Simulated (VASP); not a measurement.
# W (Im-3m) in VASP: further runs

W is run at these levels: LDA; tasks: single point, relaxation of cell and atoms.

Program: VASP 6.6.1. These are calculated values, not measurements. Logs are shortened: lines on timing, memory, paths and dates and some standing lists are left out, and cuts for length are marked.

**1. The cell of the first run**

The structure is cubic, space group Im-3m (No. 229). Conventional cell: a = 3.135 Å, b = 3.135 Å, c = 3.135 Å, α = 90.00°, β = 90.00°, γ = 90.00°. W (site symmetry m-3m) has 14 W at 2.72 to 3.14 Å within 3.6 Å.

**2. Single point, LDA**

INCAR reads:

```
SYSTEM = W
PREC     = Accurate       ! precision mode
ENCUT    = 520            ! plane-wave cutoff, eV
EDIFF    = 1E-6           ! SCF threshold, eV
ISMEAR   = 1              ! smearing method
SIGMA    = 0.1            ! smearing width, eV
LREAL    = .False.        ! projectors in reciprocal space
LASPH    = .True.         ! aspherical terms in the spheres
NELM     = 100            ! most SCF steps
ALGO     = Fast           ! electronic algorithm
ISIF     = 2              ! what is computed and relaxed
LWAVE    = .False.        ! write WAVECAR
LCHARG   = .False.        ! write CHGCAR
GGA      = CA             ! functional
NBANDS   = 13             ! bands
```

KPOINTS reads:

```
Automatic mesh
0
Gamma
  20 20 20
  0 0 0
```

POSCAR reads:

```
W
1.0
   -1.5676989147      1.5676989147      1.5676989147
    1.5676989147     -1.5676989147      1.5676989147
    1.5676989147      1.5676989147     -1.5676989147
W
1
Direct
    0.0000000000      0.0000000000      0.0000000000
```

Potentials or basis: VASP PAW LDA potentials, release 64 (W_sv).

Command:

```console
cat potpaw_LDA.64/W_sv/POTCAR > POTCAR
mpirun -np 1 vasp_std > vasp.out
```

OUTCAR:

```text
SYSTEM = W
   PREC = Accurate
   ENCUT = 520
   EDIFF = 1E-6
   ISMEAR = 1
   LREAL = .False.
   LASPH = .True.
   NELM = 100
   ISIF = 2
   GGA = CA

 ion  position               nearest neighbor table
   1  0.000  0.000  0.000-

  LATTYP: Found a body centered cubic cell.
 ALAT       =     3.1353978294

  Lattice vectors:

 A1 = (  -1.5676989147,   1.5676989147,   1.5676989147)
 A2 = (   1.5676989147,  -1.5676989147,   1.5676989147)
 A3 = (   1.5676989147,   1.5676989147,  -1.5676989147)

Analysis of symmetry for initial positions (statically):
=====================================================================
 Subroutine PRICEL returns:
 Original cell was already a primitive cell.

 Routine SETGRP: Setting up the symmetry group for a
 body centered cubic supercell.

 Subroutine GETGRP returns: Found 48 space group operations
 (whereof 48 operations were pure point group operations)
 out of a pool of 48 trial point group operations.

The static configuration has the point symmetry O_h .

Analysis of symmetry for dynamics (positions and initial velocities):
=====================================================================
 Subroutine PRICEL returns:
 Original cell was already a primitive cell.

 Routine SETGRP: Setting up the symmetry group for a
 body centered cubic supercell.

 Subroutine GETGRP returns: Found 48 space group operations
 (whereof 48 operations were pure point group operations)
 out of a pool of 48 trial point group operations.

The dynamic configuration has the point symmetry O_h .

 Subroutine INISYM returns: Found 48 space group operations
 (whereof 48 operations are pure point group operations),
 and found     1 'primitive' translations

----------------------------------------------------------------------------------------

                                     Primitive cell

  volume of cell :      15.4116

  direct lattice vectors                    reciprocal lattice vectors
    -1.567698915  1.567698915  1.567698915     0.000000000  0.318938793  0.318938793
     1.567698915 -1.567698915  1.567698915     0.318938793  0.000000000  0.318938793
     1.567698915  1.567698915 -1.567698915     0.318938793  0.318938793  0.000000000

  length of vectors
     2.715334171  2.715334171  2.715334171     0.451047567  0.451047567  0.451047567

  position of ions in fractional coordinates (direct lattice)
     0.000000000  0.000000000  0.000000000

  ion indices of the primitive-cell ions
   primitive index   ion index
                 1           1

----------------------------------------------------------------------------------------

 KPOINTS: Automatic mesh

Automatic generation of k-mesh.
 Grid dimensions read from file:
 generate k-points for:   20   20   20

 Generating k-lattice:

  Cartesian coordinates                     Fractional coordinates (reciprocal lattice)
     0.000000000  0.015946940  0.015946940     0.050000000  0.000000000  0.000000000
     0.015946940  0.000000000  0.015946940     0.000000000  0.050000000  0.000000000
     0.015946940  0.015946940  0.000000000     0.000000000  0.000000000  0.050000000

  Length of vectors
     0.022552378  0.022552378  0.022552378

  Shift w.r.t. Gamma in fractional coordinates (k-lattice)
     0.000000000  0.000000000  0.000000000

 Subroutine IBZKPT returns following result:
 ===========================================

 Found    256 irreducible k-points:

 Following reciprocal coordinates:
            Coordinates               Weight
  0.000000  0.000000  0.000000      1.000000
  0.050000  0.000000  0.000000     12.000000
  0.100000  0.000000  0.000000     12.000000
  0.150000  0.000000  0.000000     12.000000
  0.200000  0.000000  0.000000     12.000000
  0.250000  0.000000  0.000000     12.000000
[... 16 lines left out ...]
  0.200000  0.100000  0.000000     48.000000
  0.250000  0.100000  0.000000     48.000000
 [... further k-points ...]
   k-points           NKPTS =    256   k-points in BZ     NKDIM =    256   number of bands    NBANDS=     13
   number of dos      NEDOS =    301   number of ions     NIONS =      1
   total plane-waves  NPLWV =   8000
   dimension x,y,z NGX =    20 NGY =   20 NGZ =   20
   dimension x,y,z NGXF=    40 NGYF=   40 NGZF=   40
   ions per type =               1
   NGX,Y,Z   is equivalent  to a cutoff of  12.24, 12.24, 12.24 a.u.
   NGXF,Y,Z  is equivalent  to a cutoff of  24.49, 24.49, 24.49 a.u.
 SYSTEM =  W
   PREC   = accura    normal or accurate (medium, high low for compatibility)
   ISTART =      0    job   : 0-new  1-cont  2-samecut
   ICHARG =      2    charge: 1-file 2-atom 10-const
   ISPIN  =      1    spin polarized calculation?
   LNONCOLLINEAR =      F non collinear calculations
   LSORBIT =      F    spin-orbit coupling
   LASPH  =      T    aspherical Exc in radial PAW
   ENCUT  =  520.0 eV  38.22 Ry    6.18 a.u.   5.05  5.05  5.05*2*pi/ulx,y,z
   NELM   =    100;   NELMIN=  2; NELMDL= -5     # of ELM steps
   EDIFF  = 0.1E-05   stopping-criterion for ELM
   LREAL  =      F    real-space projection
   EDIFFG = 0.1E-04   stopping-criterion for IOM
   NSW    =      0    number of steps for IOM
   IBRION =     -1    ionic relax: 0-MD 1-quasi-New 2-CG
   NFREE  =      0    steps in history (QN), initial steepest desc. (CG)
   ISIF   =      2    stress and relaxation
   ISYM   =      2    0-nonsym 1-usesym 2-fastsym
   POTIM  = 0.5000    time-step for ionic-motion
   TEBEG  =    0.0;   TEEND  =   0.0 temperature during run
   PSTRESS=    0.0 pullay stress
   NELECT =      14.0000    total number of electrons
   NUPDOWN=      -1.0000    fix difference up-down
   EMIN   =  10.00;   EMAX   =-10.00  energy-range for DOS
   EFERMI =   0.00;   METHOD = LEGACY
   ISMEAR =     1;   SIGMA  =   0.10  broadening in eV -4-tet -1-fermi 0-gaus
   EFERMI_NEDOS =   21; number of points for ismear=-14 and -15
   IALGO  =     68    algorithm
   IMIX   =      4    mixing-type and parameters
     AMIX     =   0.40;   BMIX     =  1.00
     AMIX_MAG =   1.60;   BMIX_MAG =  1.00
  volume/ion in A,a.u.               =      15.41       104.00
  Fermi-wavevector in a.u.,A,eV,Ry     =   1.585507  2.996174 34.202771  2.513833
  Thomas-Fermi vector in A             =   2.684961
   LORBIT       =      0    0 simple, 1 ext, 2 COOP (PROOUT), +10 PAW based schemes
   GGA     = CA    functional components
   LHFCALC =     F    Hartree Fock is set to
   AEXX    =    0.0000 exact exchange contribution
   IVDW    =     0    specifies the selected vdW correction
   LEPSILON=     F    determine dielectric tensor
   LRPA    =     F    only Hartree local field effects (RPA)
 non-spin polarized calculation
 RMM-DIIS sequential band-by-band and
 Methfessel and Paxton  Order N= 1 SIGMA  =   0.10
  energy-cutoff  :      520.00
  volume of cell :       15.41
 maximum number of plane-waves:       428
   NGX =  9   NGY =  9   NGZ =  9

 number of electron      14.0000004 magnetization

 Free energy of the ion-electron system (eV)
  ---------------------------------------------------
  ext. energy  EPLUGINS =         0.00000000
  ---------------------------------------------------
  free energy    TOTEN  =       -14.10768532 eV

  energy without entropy =      -14.10795435  energy(sigma->0) =      -14.10777500

 E-fermi :  11.7996     XC(G=0): -13.9894

 val. band max:       11.7885030976   @ k =   0.4500   0.1000  -0.0000
 cond. band min:      11.8049714691   @ k =  -0.3000   0.3500   0.2000
 fundamental gap:      0.0164683714
 Fermi energy:        11.7995644708

 k-point     1 :       0.0000    0.0000    0.0000
  band No.  band energies     occupation
      1     -61.9889      2.00000
      2     -25.7510      2.00000
      3     -25.7510      2.00000
      4     -25.7510      2.00000
      5       2.0368      2.00000
      6      10.4189      2.00000
      7      10.4189      2.00000
      8      10.4189      2.00000
      9      13.9850      0.00000
     10      13.9850      0.00000
     11      26.3722      0.00000
     12      26.3722      0.00000
     13      26.3722      0.00000

 k-point     2 :       0.0500    0.0000    0.0000
  band No.  band energies     occupation
      1     -61.9852      2.00000
      2     -25.7894      2.00000
      3     -25.7628      2.00000
      4     -25.7512      2.00000
      5       2.1634      2.00000
      6      10.3416      2.00000
      7      10.4030      2.00000
      8      10.5407      2.00000
      9      13.8576      0.00000
     10      13.9854      0.00000
     11      26.4824      0.00000
     12      26.5854      0.00000
     13      26.6916      0.00000

 k-point     3 :       0.1000    0.0000    0.0000
  band No.  band energies     occupation
      1     -61.9741      2.00000
      2     -25.8996      2.00000
      3     -25.7971      2.00000
      4     -25.7519      2.00000
      5       2.5310      2.00000
      6      10.1250      2.00000
      7      10.3365      2.00000
      8      10.9030      2.00000
      9      13.5677     -0.00000
     10      13.9917      0.00000
     11      26.7728      0.00000
     12      27.2089      0.00000
     13      27.5382      0.00000

 k-point     4 :       0.1500    0.0000    0.0000
  band No.  band energies     occupation
      1     -61.9569      2.00000
      2     -26.0684      2.00000
      3     -25.8500      2.00000
      4     -25.7529      2.00000
      5       3.1010      2.00000
      6       9.8080      2.00000
      7      10.1830      2.00000
      8      11.4960      2.00015
      9      13.3125     -0.00000
     10      14.0173      0.00000
     11      27.0993      0.00000
     12      28.2008      0.00000
     13      28.5869      0.00000

 k-point     5 :       0.2000    0.0000    0.0000
  band No.  band energies     occupation
      1     -61.9352      2.00000
      2     -26.2760      2.00000
      3     -25.9160      2.00000
      4     -25.7542      2.00000
      5       3.7994      2.00000
      6       9.4381      2.00000
      7       9.9641      2.00000
      8      12.3024     -0.00000
      9      13.2378     -0.00000
     10      14.0772      0.00000
     11      27.1690      0.00000
     12      29.2079      0.00000
     13      29.5075      0.00000
[... 257 lines left out ...]
 k-point    22 :       0.1500    0.1000    0.0000
  band No.  band energies     occupation
      1     -61.9265      2.00000
      2     -26.3438      2.00000
      3     -25.9130      2.00000
      4     -25.7985      2.00000
      5       4.1155      2.00000
      6       9.4398      2.00000
      7       9.6335      2.00000
      8      12.7822     -0.00000
      9      12.9578     -0.00000
     10      14.3376      0.00000
     11      27.7236      0.00000
     12      28.6417      0.00000
     13      29.7740      0.00000

 k-point    23 :       0.2000    0.1000    0.0000
  band No.  band energies     occupation
      1     -61.9035      2.00000
      2     -26.5412      2.00000
      3     -25.9930      2.00000
      4     -25.8040      2.00000
      5       4.8240      2.00000
      6       9.0730      2.00000
      7       9.4754      2.00000
      8      13.0089     -0.00000
      9      13.8380      0.00000
     10      14.4948      0.00000
     11      27.0539      0.00000
     12      28.5689      0.00000
     13      30.5317      0.00000

 k-point    24 :       0.2500    0.1000    0.0000
  band No.  band energies     occupation
      1     -61.8804      2.00000
      2     -26.7324      2.00000
      3     -26.0755      2.00000
      4     -25.8077      2.00000
      5       5.3848      2.00000
      6       8.7394      2.00000
      7       9.5719      2.00000
      8      13.2353     -0.00000
      9      14.6313      0.00000
     10      15.0192      0.00000
     11      25.9899      0.00000
     12      27.6429      0.00000
     13      31.7550      0.00000

 [... further k-points ...]
[... 5 lines left out ...]
  --------------------------------------------------------------------------------------
  -------------------------------------------------------------------------------------
  Total        0.1929779      0.1929779      0.1929779      0.0000000      0.0000000      0.0000000
  in kB       20.0618121     20.0618121     20.0618121      0.0000000      0.0000000      0.0000000
  external PRESSURE =      20.0618121 kB  Pullay stress =       0.0000000 kB

 VOLUME and BASIS-vectors are now :
 -----------------------------------------------------------------------------
  energy-cutoff  :      520.00
  volume of cell :       15.41
      direct lattice vectors                 reciprocal lattice vectors
    -1.567698915  1.567698915  1.567698915     0.000000000  0.318938793  0.318938793
     1.567698915 -1.567698915  1.567698915     0.318938793  0.000000000  0.318938793
     1.567698915  1.567698915 -1.567698915     0.318938793  0.318938793  0.000000000

 POSITION                                       TOTAL-FORCE (eV/Angst)
 -----------------------------------------------------------------------------------
      0.00000      0.00000      0.00000        -0.000000     -0.000000      0.000000
 -----------------------------------------------------------------------------------
    total drift:                                0.000000     -0.000000      0.000000

  FREE ENERGIE OF THE ION-ELECTRON SYSTEM (eV)
  ---------------------------------------------------
  free  energy   TOTEN  =       -14.1076853248 eV

  energy  without entropy=      -14.1079543507  energy(sigma->0) =      -14.10777500
```

It took 22 s on 1 thread of Intel Xeon Platinum 8488C (Sapphire Rapids), shared host; peak memory 0.15 GiB.

What came out:

- Free energy: -14.1077 eV
- Pressure: 2.0 GPa
- Band gap on the k mesh: zero (band 7 reaches 17.08 eV, above the bottom of band 8 at 10.42 eV)

Caveat: spin-orbit coupling is left out, which moves the levels of the heavy elements.

**3. Relaxation of cell and atoms, LDA**

This run uses another cell than the first one, of 15.85 Å³/atom, 1.028 times its volume.

INCAR reads:

```
PREC = Accurate
ENCUT = 600
EDIFF = 1E-6
ISMEAR = 1
SIGMA = 0.1
LREAL = F
LASPH = T
NELM = 100
ALGO = Fast
ISIF = 3
LWAVE = F
LCHARG = F
IBRION = 2
NSW = 80
EDIFFG = -0.01
```

KPOINTS reads:

```
regular mesh
0
Gamma
  20 20 20
```

POSCAR reads:

```
W
1.0
   -1.5823450000      1.5823450000      1.5823450000
    1.5823450000     -1.5823450000      1.5823450000
    1.5823450000      1.5823450000     -1.5823450000
W
1
Direct
    0.0000000000      0.0000000000      0.0000000000
```

Potentials or basis: VASP PAW LDA potentials, release 64 (W_sv).

Command:

```console
cat potpaw_LDA.64/W_sv/POTCAR > POTCAR
mpirun -np 1 vasp_std > vasp.out
```

Run time: 64 s. Hardware: 1 thread of Intel Xeon Platinum 8488C (Sapphire Rapids), shared host; peak memory 0.18 GiB.

Results (log left out):

```
Free energy                            : -14.1085 eV
Relaxed volume                         : 15.50 Å³/atom
Relaxed cell                           : a = 2.721 Å, b = 2.721 Å, c = 2.721 Å, α = 109.47°, β = 109.47°, γ = 109.47°
Space group after relaxing (to 0.05 Å) : Im-3m (No. 229)
Energy gained by relaxing              : 7.7 meV/atom
Ionic steps                            : 4
Pressure after relaxing                : -0.1 GPa
Band gap on the k mesh                 : zero (band 7 reaches 16.95 eV, above the bottom of band 8 at 10.34 eV)
```

The path:
| step | energy change (eV) | largest force (eV/Å) | pressure (GPa) | volume (Å³) |
| --- | --- | --- | --- | --- |
| 1 | 0.0000 | 0.0000 | -6.96 | 15.85 |
| 2 | 0.1013 | 0.0000 | 31.51 | 14.32 |
| 3 | -0.0077 | 0.0000 | -0.40 | 15.52 |
| 4 | -0.0077 | 0.0000 | -0.05 | 15.50 |

Final structure:
```
CELL_PARAMETERS angstrom
-1.57076 1.57076 1.57076
1.57076 -1.57076 1.57076
1.57076 1.57076 -1.57076
ATOMIC_POSITIONS crystal
W 0.00000 0.00000 0.00000
```

Levels at points of the mesh, in eV from the Fermi level:
```tsv
k point	band 3	band 4	band 5	band 6	band 7	band 8	band 9	band 10	band 11
(0.00, 0.00, 0.00)	-37.56	-37.56	-9.73	-1.37	-1.37	-1.37	2.18	2.18	14.56
(0.50, 0.00, 0.00)	-38.02	-37.57	-6.47	-3.76	0.86	2.09	3.08	6.27	11.56
(0.50, 0.50, 0.50)	-38.54	-38.54	-6.09	-6.09	5.24	5.24	5.24	8.47	8.47
```

Caveat: spin-orbit coupling is left out, which moves the levels of the heavy elements.
